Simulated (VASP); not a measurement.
The system is AlN.

```xyz
4
Lattice="3.1067 0.0777 0.0000 -1.4861 2.6516 0.0000 0.0000 0.0000 4.9786" Properties=species:S:1:pos:R:3 pbc="T T T"
Al    0.0369    1.7937   -0.0165
Al    1.5837    0.9357    2.4728
N     0.0199    1.7949    1.8835
N     1.6007    0.9344    4.3728
```

This cell differs from its parent crystal: shear xy strain +5.0%.

Base run:

```yaml
Program: VASP 6.6.1
Functional: PBE
Potentials_or_basis: VASP PAW PBE potentials, release 64 (Al, N)
Cutoff: 520 eV
k_mesh: 12 × 12 × 6
Occupations: fermi-dirac, width 0.02 eV
Spin: no spin polarisation
```

Its results: band gap on the k mesh 4.22 eV; pressure 4.4 GPa; largest force 0.030 eV/Å.

The run is repeated on the same cell with these changes: functional from PBE to r2SCAN; occupations from fermi-dirac, width 0.02 eV to gaussian, width 0.01 eV. What comes out?

Band gap on the k mesh 4.90 eV; pressure -0.4 GPa; largest force 0.003 eV/Å.

Caveats: the cell stands under pressure (at least some runs); the PAW data sets were made with another functional, which shifts forces and pressure a little (at least some runs).

A k mesh can miss the band edges.
